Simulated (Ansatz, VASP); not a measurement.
La: VASP beside Ansatz

```xyz
1
Lattice="0.0000 2.6480 2.6480 2.6480 0.0000 2.6480 2.6480 2.6480 0.0000" Properties=species:S:1:pos:R:3 pbc="T T T"
La    0.0000    0.0000    0.0000
```

Alike in both runs: task single point; functional PBE; k mesh 12 × 12 × 12; occupations fermi-dirac, width 0.05 eV; non-collinear spin, spin-orbit coupling.

|  | VASP | Ansatz |
| --- | --- | --- |
| version | VASP 6.6.1 | Ansatz 0.2.0 |
| potentials or method | VASP PAW PBE potentials, release 64 (La), cutoff 520 eV | all-electron LAPW |

Ansatz gave:

| Property | Result |
| --- | --- |
| pressure (GPa) | -0.2 |

Task: Which values does VASP return?

Result: Pressure (GPa): -0.3.

Ansatz ran all-electron here, and VASP with PAW potentials.
